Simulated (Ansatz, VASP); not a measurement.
One calculation of LiH, two programs

```
CELL_PARAMETERS angstrom
0.00000 2.00305 2.00305
2.00305 0.00000 2.00305
2.00305 2.00305 0.00000
ATOMIC_POSITIONS crystal
Li 0.00000 0.00000 0.00000
H 0.50000 0.50000 0.50000
```

Alike in both runs: task relaxation of cell and atoms; functional PBE; k mesh 10 × 10 × 10; occupations gaussian, width 0.02 eV; no spin polarisation.

|  | VASP | Ansatz |
| --- | --- | --- |
| version | VASP 6.6.1 | Ansatz 0.2.0 |
| potentials or method | VASP PAW PBE potentials, release 64 (Li_sv, H), cutoff 600 eV | scalar-relativistic, plane waves, PAW |
| valence electrons in the cell | 4 | 4 |

```csv
,VASP,Ansatz,Ansatz less VASP
"gap on the k mesh at the Fermi level, each at its own relaxed structure (eV)",2.97,2.98,+0.011
relaxed volume (Å³/atom),7.99,8.04,+0.047
relaxed cell length with the largest relative difference (Å),2.827,2.833,+0.0056
```

Noted on VASP's run: the cutoff is short for stress, so the pressure is rough.
